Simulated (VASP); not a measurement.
# Au (Fm-3m) in VASP: relaxation of cell and atoms with PBE

Aim: the relaxation of cell and atoms of Au with PBE.

Program: VASP 6.6.1. These are calculated values, not measurements. Logs are shortened: lines on timing, memory, paths and dates and some standing lists are left out, and cuts for length are marked.

## 1. The cell of the first run

Symmetry: Fm-3m, No. 225, cubic system. Conventional cell: a = 3.936 Å, b = 3.936 Å, c = 3.936 Å, α = 90.00°, β = 90.00°, γ = 90.00°. Au (site symmetry m-3m) has 12 Au at 2.78 Å within 3.7 Å.

## 2. Relaxation of cell and atoms, PBE, non-collinear spin, zero start, spin-orbit coupling

INCAR reads:

```
  PREC = Accurate
  ENCUT = 600
  EDIFF = 1E-6
  ISMEAR = -1
  SIGMA = 0.03
  LREAL = False
  LASPH = True
  NELM = 150
  ALGO = Normal
  ISIF = 3
  LWAVE = False
  LCHARG = False
  MAGMOM = 0 0 0
  LORBIT = 11
  LSORBIT = True
  GGA_COMPAT = False
  LORBMOM = True
  LMAXMIX = 4
  GGA = PE
  IBRION = 2
  NSW = 100
  EDIFFG = -0.005
```

KPOINTS reads:

```
Automatic mesh
0
Gamma
  14 14 14
```

POSCAR reads:

```
Au
1.0
    0.0000000000      1.9678118992      1.9678118992
    1.9678118992      0.0000000000      1.9678118992
    1.9678118992      1.9678118992      0.0000000000
Au
1
Direct
    0.0000000000      0.0000000000      0.0000000000
```

Potentials or basis: VASP PAW PBE potentials, release 64 (Au).

Launch:

```bash
$ cat potpaw_PBE.64/Au/POTCAR > POTCAR
$ mpirun -np 1 vasp_ncl > vasp.out
```

OUTCAR:

```text
PREC = Accurate
   ENCUT = 600
   EDIFF = 1E-6
   ISMEAR = -1
   LREAL = False
   LASPH = True
   NELM = 150
   ISIF = 3
   LORBIT = 11
   LSORBIT = True
   GGA = PE
   IBRION = 2
   NSW = 100
   EDIFFG = -0.005

 ion  position               nearest neighbor table
   1  0.000  0.000  0.000-

  LATTYP: Found a face centered cubic cell.
 ALAT       =     3.9356237984

  Lattice vectors:

 A1 = (   0.0000000000,   1.9678118992,   1.9678118992)
 A2 = (   1.9678118992,   0.0000000000,   1.9678118992)
 A3 = (   1.9678118992,   1.9678118992,   0.0000000000)

Analysis of symmetry for initial positions (statically):
=====================================================================
 Subroutine PRICEL returns:
 Original cell was already a primitive cell.

 Routine SETGRP: Setting up the symmetry group for a
 face centered cubic supercell.

 Subroutine GETGRP returns: Found 48 space group operations
 (whereof 48 operations were pure point group operations)
 out of a pool of 48 trial point group operations.

The static configuration has the point symmetry O_h .

Analysis of symmetry for dynamics (positions and initial velocities):
=====================================================================
 Subroutine PRICEL returns:
 Original cell was already a primitive cell.

 Routine SETGRP: Setting up the symmetry group for a
 face centered cubic supercell.

 Subroutine GETGRP returns: Found 48 space group operations
 (whereof 48 operations were pure point group operations)
 out of a pool of 48 trial point group operations.

The dynamic configuration has the point symmetry O_h .

Analysis of structural, dynamic, and magnetic symmetry:
=====================================================================
 Subroutine PRICEL returns:
 Original cell was already a primitive cell.

 Routine SETGRP: Setting up the symmetry group for a
 face centered cubic supercell.

 Subroutine GETGRP returns: Found 48 space group operations
 (whereof 48 operations were pure point group operations)
 out of a pool of 48 trial point group operations.

The overall configuration has the point symmetry O_h .

 Subroutine INISYM returns: Found 48 space group operations
 (whereof 48 operations are pure point group operations),
 and found     1 'primitive' translations

----------------------------------------------------------------------------------------

                                     Primitive cell

  volume of cell :      15.2399

  direct lattice vectors                    reciprocal lattice vectors
     0.000000000  1.967811899  1.967811899    -0.254089326  0.254089326  0.254089326
     1.967811899  0.000000000  1.967811899     0.254089326 -0.254089326  0.254089326
     1.967811899  1.967811899  0.000000000     0.254089326  0.254089326 -0.254089326

  length of vectors
     2.782906276  2.782906276  2.782906276     0.440095623  0.440095623  0.440095623

  position of ions in fractional coordinates (direct lattice)
     0.000000000  0.000000000  0.000000000

  ion indices of the primitive-cell ions
   primitive index   ion index
                 1           1

----------------------------------------------------------------------------------------

 KPOINTS: Automatic mesh

Automatic generation of k-mesh.
 Grid dimensions read from file:
 generate k-points for:   14   14   14

 Generating k-lattice:

  Cartesian coordinates                     Fractional coordinates (reciprocal lattice)
    -0.018149238  0.018149238  0.018149238     0.071428571  0.000000000  0.000000000
     0.018149238 -0.018149238  0.018149238     0.000000000  0.071428571  0.000000000
     0.018149238  0.018149238 -0.018149238     0.000000000  0.000000000  0.071428571

  Length of vectors
     0.031435402  0.031435402  0.031435402

  Shift w.r.t. Gamma in fractional coordinates (k-lattice)
     0.000000000  0.000000000  0.000000000

 Subroutine IBZKPT returns following result:
 ===========================================

 Found    104 irreducible k-points:

 Following reciprocal coordinates:
            Coordinates               Weight
  0.000000  0.000000  0.000000      1.000000
  0.071429  0.000000  0.000000      8.000000
  0.142857  0.000000  0.000000      8.000000
  0.214286  0.000000  0.000000      8.000000
  0.285714  0.000000  0.000000      8.000000
  0.357143  0.000000  0.000000      8.000000
[... 16 lines left out ...]
  0.214286  0.142857  0.000000     24.000000
  0.285714  0.142857  0.000000     24.000000
 [... further k-points ...]
   k-points           NKPTS =    104   k-points in BZ     NKDIM =    104   number of bands    NBANDS=     18
   number of dos      NEDOS =    301   number of ions     NIONS =      1
   total plane-waves  NPLWV =  13824
   dimension x,y,z NGX =    24 NGY =   24 NGZ =   24
   dimension x,y,z NGXF=    48 NGYF=   48 NGZF=   48
   ions per type =               1
   NGX,Y,Z   is equivalent  to a cutoff of  14.34, 14.34, 14.34 a.u.
   NGXF,Y,Z  is equivalent  to a cutoff of  28.67, 28.67, 28.67 a.u.
 SYSTEM =  unknown system
   PREC   = accura    normal or accurate (medium, high low for compatibility)
   ISTART =      0    job   : 0-new  1-cont  2-samecut
   ICHARG =      2    charge: 1-file 2-atom 10-const
   ISPIN  =      1    spin polarized calculation?
   LNONCOLLINEAR =      T non collinear calculations
   LSORBIT =      T    spin-orbit coupling
   LASPH  =      T    aspherical Exc in radial PAW
   ENCUT  =  600.0 eV  44.10 Ry    6.64 a.u.   5.56  5.56  5.56*2*pi/ulx,y,z
   NELM   =    150;   NELMIN=  2; NELMDL= -5     # of ELM steps
   EDIFF  = 0.1E-05   stopping-criterion for ELM
   LREAL  =      F    real-space projection
   EDIFFG = -.5E-02   stopping-criterion for IOM
   NSW    =    100    number of steps for IOM
   IBRION =      2    ionic relax: 0-MD 1-quasi-New 2-CG
   NFREE  =      1    steps in history (QN), initial steepest desc. (CG)
   ISIF   =      3    stress and relaxation
   ISYM   =      2    0-nonsym 1-usesym 2-fastsym
   POTIM  = 0.5000    time-step for ionic-motion
   TEBEG  =    0.0;   TEEND  =   0.0 temperature during run
   PSTRESS=    0.0 pullay stress
   NELECT =      11.0000    total number of electrons
   NUPDOWN=      -1.0000    fix difference up-down
   EMIN   =  10.00;   EMAX   =-10.00  energy-range for DOS
   EFERMI =   0.00;   METHOD = LEGACY
   ISMEAR =    -1;   SIGMA  =   0.03  broadening in eV -4-tet -1-fermi 0-gaus
   EFERMI_NEDOS =   21; number of points for ismear=-14 and -15
   IALGO  =     38    algorithm
   IMIX   =      4    mixing-type and parameters
     AMIX     =   0.40;   BMIX     =  1.00
     AMIX_MAG =   1.60;   BMIX_MAG =  1.00
  volume/ion in A,a.u.               =      15.24       102.84
  Fermi-wavevector in a.u.,A,eV,Ry     =   1.468516  2.775094 29.341515  2.156541
  Thomas-Fermi vector in A             =   2.584005
   LORBIT       =     11    0 simple, 1 ext, 2 COOP (PROOUT), +10 PAW based schemes
   GGA     = PE    functional components
   LHFCALC =     F    Hartree Fock is set to
   AEXX    =    0.0000 exact exchange contribution
   IVDW    =     0    specifies the selected vdW correction
   LEPSILON=     F    determine dielectric tensor
   LRPA    =     F    only Hartree local field effects (RPA)
 conjugate gradient relaxation of ions
  energy-cutoff  :      600.00
  volume of cell :       15.24
 maximum number of plane-waves:      1064
 NGX is ok and might be reduce to    24
   NGX = 11   NGY = 11   NGZ = 11

--------------------------------------- Ionic step        1  -------------------------------------------

 number of electron      11.0000000 magnetization       0.0000000      0.0000000      0.0000000

 number of electron      11.0000000 magnetization      -0.0000000      0.0000000      0.0000000

 number of electron      11.0000000 magnetization       0.0000000     -0.0000000     -0.0000000

 Free energy of the ion-electron system (eV)
  ---------------------------------------------------
  ext. energy  EPLUGINS =         0.00000000
  ---------------------------------------------------
  free energy    TOTEN  =        -3.26229380 eV

  energy without entropy =       -3.26142793  energy(sigma->0) =       -3.26186087

 E-fermi :  11.5878     XC(G=0): -13.4033

 val. band max:       11.5318049454   @ k =   0.5000   0.2857   0.1429
 cond. band min:      11.6593453772   @ k =   0.5000   0.2143   0.0714
 fundamental gap:      0.1275404318
 Fermi energy:        11.5877756384
[... 1166 lines left out ...]
 number of electron      11.0000002 magnetization       0.0000000     -0.0000000      0.0000000

 number of electron      11.0000002 magnetization      -0.0000000      0.0000000     -0.0000000

 Free energy of the ion-electron system (eV)
  ---------------------------------------------------
  ext. energy  EPLUGINS =         0.00000000
  ---------------------------------------------------
  free energy    TOTEN  =        -3.50329925 eV

  energy without entropy =       -3.50271694  energy(sigma->0) =       -3.50300810

 E-fermi :   8.7584     XC(G=0): -12.4703

 val. band max:        8.6839565212   @ k =   0.5000   0.2857   0.1429
 cond. band min:       8.8344642059   @ k =   0.5000   0.3571   0.1429
 fundamental gap:      0.1505076847
 Fermi energy:         8.7583913484
[... 532 lines left out ...]
  FREE ENERGIE OF THE ION-ELECTRON SYSTEM (eV)
  ---------------------------------------------------
  free  energy   TOTEN  =        -3.5032992545 eV

  energy  without entropy=       -3.5027169410  energy(sigma->0) =       -3.50300810

 reached required accuracy - stopping structural energy minimisation

 orbital moment (x)

 # of ion     p       d       tot
 ----------------------------------------
  1         0.000  -0.000  -0.000
 ----------------------------------------
            0.000  -0.000  -0.000

 orbital moment (y)

 # of ion     p       d       tot
 ----------------------------------------
  1         0.000  -0.000  -0.000
 ----------------------------------------
            0.000  -0.000  -0.000

 orbital moment (z)

 # of ion     p       d       tot
 ----------------------------------------
  1        -0.000   0.000  -0.000
 ----------------------------------------
           -0.000   0.000  -0.000

 Spin-Orbit-Coupling matrix elements

 Ion:    1  E_soc:     -0.5763239
 l=   1
     0.0000000    -0.0245207    -0.0245207
    -0.0245207     0.0000000    -0.0245207
    -0.0245207    -0.0245207     0.0000000
 l=   2
     0.0000000    -0.0156689     0.0000000    -0.0156689    -0.0558644
    -0.0156689     0.0000000    -0.0418983    -0.0156689    -0.0139661
     0.0000000    -0.0418983     0.0000000    -0.0418983     0.0000000
    -0.0156689    -0.0156689    -0.0418983     0.0000000    -0.0139661
    -0.0558644    -0.0139661     0.0000000    -0.0139661     0.0000000
 l=   3
     0.0000000     0.0000000     0.0000000     0.0000000     0.0000000     0.0000000     0.0000000
     0.0000000     0.0000000     0.0000000     0.0000000     0.0000000     0.0000000     0.0000000
     0.0000000     0.0000000     0.0000000     0.0000000     0.0000000     0.0000000     0.0000000
     0.0000000     0.0000000     0.0000000     0.0000000     0.0000000     0.0000000     0.0000000
     0.0000000     0.0000000     0.0000000     0.0000000     0.0000000     0.0000000     0.0000000
     0.0000000     0.0000000     0.0000000     0.0000000     0.0000000     0.0000000     0.0000000
     0.0000000     0.0000000     0.0000000     0.0000000     0.0000000     0.0000000     0.0000000

 total charge

# of ion       s       p       d       tot
------------------------------------------
    1        0.527   0.339   8.737   9.602

 magnetization (x)

# of ion       s       p       d       tot
------------------------------------------
    1        0.000   0.000   0.000   0.000

 magnetization (y)

# of ion       s       p       d       tot
------------------------------------------
    1        0.000   0.000   0.000   0.000

 magnetization (z)

# of ion       s       p       d       tot
------------------------------------------
    1        0.000   0.000   0.000   0.000
```

Wall time 6.4 min (1 thread of Intel Xeon 8259CL, shared host); peak memory 0.24 GiB.

Results:

```
Free energy                                           : -3.5033 eV
Relaxed volume                                        : 17.79 Å³/atom
Relaxed cell                                          : a = 2.930 Å, b = 2.930 Å, c = 2.930 Å, α = 60.00°, β = 60.00°, γ = 60.00°
Space group after relaxing (to 0.1 Å)                 : Fm-3m (No. 225)
Energy gained by relaxing                             : 241.0 meV/atom
Ionic steps                                           : 5
Pressure after relaxing                               : 0.0 GPa
Net moment                                            : 0.00 μB per cell
Valence electrons inside the program's atomic spheres : Au 9.60
```

The path:
| step | energy change (eV) | largest force (eV/Å) | pressure (GPa) | volume (Å³) |
| --- | --- | --- | --- | --- |
| 1 | 0.0000 | 0.0000 | 35.92 | 15.24 |
| 2 | 0.2531 | 0.0000 | -17.43 | 24.09 |
| 3 | -0.2387 | 0.0000 | -2.37 | 18.10 |
| 4 | -0.2408 | 0.0000 | -0.72 | 17.88 |
| 5 | -0.2410 | 0.0000 | 0.04 | 17.79 |

Final structure:
```
Au
1.0
     0.00000    2.07199    2.07199
     2.07199    0.00000    2.07199
     2.07199    2.07199    0.00000
Au
1
Cartesian
  0.0000 0.0000 0.0000
```

Moments on the atoms (μB; x, y, z):
```
Au  0.00 0.00 0.00
```

Caveat: the volume moved by over 15 % at a fixed basis, so the end points are rough.
